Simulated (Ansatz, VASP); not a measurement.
# One calculation of Cu, two programs

```
Cu
1.0
     2.56651    0.00000    0.00000
    -1.28326    2.22267    0.00000
     0.00000    0.00000   20.19110
Cu
3
Cartesian
  0.0000 0.7409 8.0248
  0.0000 2.2227 10.0955
  1.2833 1.4818 12.1663
```

Alike in both runs: functional PBE; k mesh 15 × 15 × 1; occupations fermi-dirac, width 0.1 eV; no spin polarisation.

Ansatz relaxed the structure, and its values are those at the end. VASP's run is a single point on that final structure, the one shown.

|  | VASP | Ansatz |
| --- | --- | --- |
| version | VASP 6.6.1 | Ansatz 0.2.0 |
| potentials or method | VASP PAW PBE potentials, release 64 (Cu), cutoff 520 eV | all-electron LAPW, scalar-relativistic |

Ansatz gave:

- rms of the force components (eV/Å): 0.000

Problem. Estimate VASP's values.

Solution. rms of the force components (eV/Å): 0.010.

Ansatz ran all-electron here, and VASP with PAW potentials.
